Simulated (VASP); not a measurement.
A run of VASP 6.6.1 is set up as follows.

INCAR

```
PREC = Accurate
ENCUT = 520
EDIFF = 1E-6
ISMEAR = -1
SIGMA = 0.05
LREAL = False
LASPH = True
NELM = 60
ALGO = Normal
ISIF = 2
LWAVE = False
LCHARG = False
GGA = PS
NBANDS = 20
```

KPOINTS

```
regular mesh
0
Gamma
  11 11 6
```

Contents of POSCAR:

```
Ga
1.0
    3.0031658500      0.0000000000      0.0000000000
   -1.5015829250      2.6008179178      0.0000000000
    0.0000000000      0.0000000000      4.8651286769
Ga
2
Direct
    0.2933333333      0.6466666667      0.2200000000
    0.7066666667      0.3533333333      0.7800000000
```

Potentials or basis: VASP PAW PBE potentials, release 64 (Ga_d).

Command:

```console
$ cat potpaw_PBE.64/Ga_d/POTCAR > POTCAR
$ mpirun -np 1 vasp_std > vasp.out
```

Q: What does it give for the band gap on the k mesh?

A: Zero (band 13 reaches 8.95 eV, above the bottom of band 14 at 2.85 eV).

Q: Estimate the largest force.

A: 0.865 eV/Å.

Q: Estimate the pressure.

A: -1.3 GPa.

Stress tensor (GPa, compression positive):
```
-1.63  0.37  1.00
 0.37 -2.06  0.57
 1.00  0.57 -0.18
```

Caveat: the cell differs from its parent crystal (shortest bond scaled by 0.88); the PAW data sets were made with another functional, which shifts forces and pressure a little.
